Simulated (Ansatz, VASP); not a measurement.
# RuSe: VASP beside Ansatz

```
Ru Se
1.0
     0.00000    2.67762    2.67762
     2.67762    0.00000    2.67762
     2.67762    2.67762    0.00000
Ru Se
1 1
Direct
  0.50000 0.50000 0.50000
  0.00000 0.00000 0.00000
```

Alike in both runs: task single point; functional LDA; k mesh 6 × 6 × 6; occupations gaussian, width 0.05 eV; collinear spin.

|  | VASP | Ansatz |
| --- | --- | --- |
| version | VASP 6.6.1 | Ansatz 0.2.0 |
| potentials or method | VASP PAW LDA potentials, release 64 (Ru_pv, Se) | Ansatz PAW |
| plane-wave cutoff (eV) | 520 | 420 |
| valence electrons in the cell | 20 | 32 |

Ansatz gave:

| Quantity | Value |
| --- | --- |
| gap on the k mesh at the Fermi level (eV) | none |
| pressure (GPa) | -19.1 |
| net moment per atom (μB) | 0.56 |
| size of the moment on the site where the two differ most (μB) | 0.94 |

Problem. Which values does VASP return?

Solution. gap on the k mesh at the Fermi level (eV): none; pressure (GPa): -19.0; net moment per atom (μB): 0.56; size of the moment on the site where the two differ most (μB): 0.98.

LDA's correlation is that of Perdew and Zunger in VASP and of Perdew and Wang (1992) in Ansatz. Site moments also hang on the region over which each program counts them. A gap of «none» marks a metal or a gap that the smearing closes. VASP's potentials hold 20 valence electrons a cell and Ansatz's 32, so a difference there can come from the potentials and not from the codes.
